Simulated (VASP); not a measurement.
# Cu: single point with PBE

Crystal: Cu.

```
CELL_PARAMETERS angstrom
2.56139 0.00000 0.00000
-1.28070 2.21823 0.00000
0.00000 0.00000 4.71860
ATOMIC_POSITIONS crystal
Cu 0.33333 0.66667 0.25000
Cu 0.66667 0.33333 0.75000
```

This isn't the form of Cu at room conditions, which is fcc.

| Item | Value |
| --- | --- |
| Program | VASP 6.6.1 |
| Task | single point |
| Functional | PBE |
| Potentials or basis | VASP PAW PBE potentials, release 64 (Cu) |
| Cutoff | 520 eV |
| k mesh | 21 × 21 × 12 |
| Occupations | gaussian, width 0.15 eV |
| Spin | no spin polarisation |
| Dipole correction | no |
| Further INCAR settings | ALGO = Fast; EDIFF = 1e-07; NBANDS = 18 |

| Property | Result |
| --- | --- |
| Pressure | -9.6 GPa |
| Band gap on the k mesh | zero (bands 11 and 12 overlap by 6.15 eV) |

Stress tensor (GPa, compression positive):
```
 -5.46   0.00   0.00
  0.00  -5.46   0.00
  0.00   0.00 -17.79
```

Levels at points of the mesh, in eV from the Fermi level:
```csv
k point,band 8,band 9,band 10,band 11,band 12,band 13,band 14,band 15
"(0.00, 0.00, 0.00)",-1.99,-1.99,-1.62,-1.62,-1.50,1.73,18.07,21.79
"(0.00, 0.00, 0.50)",-2.66,-1.77,-1.77,-1.77,-1.77,8.71,8.71,22.49
```

Run time: 2.7 min on 1 thread of AMD EPYC 7R43 64-Core Processor (Zen 3), with other jobs on the host, peak memory 0.2 GiB.

Caveat: the cell stands under tension.
